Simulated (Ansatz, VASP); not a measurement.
**Two plane-wave programs on TiIn4**

```
Ti In
1.0
     5.41402    0.00000    0.00000
     0.00000    5.41402    0.00000
     0.00000    0.00000    5.41402
Ti In
1 4
Direct
  0.50000 0.50000 0.50000
  0.00000 0.50000 0.50000
  0.50000 0.00000 0.50000
  0.50000 0.50000 0.00000
  0.00000 0.00000 0.00000
```

Alike in both runs: task single point; functional PBE; k mesh 4 × 4 × 4; occupations gaussian, width 0.1 eV; collinear spin.

|  | VASP | Ansatz |
| --- | --- | --- |
| version | VASP 6.6.1 | Ansatz 0.2.0 |
| potentials or method | VASP PAW PBE potentials, release 64 (Ti_sv, In_d), cutoff 520 eV | scalar-relativistic, plane waves, PAW |
| valence electrons in the cell | 64 | 64 |

Ansatz gave:

```
gap on the k mesh at the Fermi level (eV)                     : none
pressure (GPa)                                                : 0.7
net moment per atom (μB)                                      : 0.35
size of the moment on the site where the two differ most (μB) : 0.05
```

Question: Estimate VASP's values.

Answer: gap on the k mesh at the Fermi level (eV): none; pressure (GPa): 0.6; net moment per atom (μB): 0.35; size of the moment on the site where the two differ most (μB): 0.08.

Site moments also hang on the region over which each program counts them. A gap of «none» marks a metal or a gap that the smearing closes. The functional is the same, so the differences come from potentials, cutoffs and numerics.
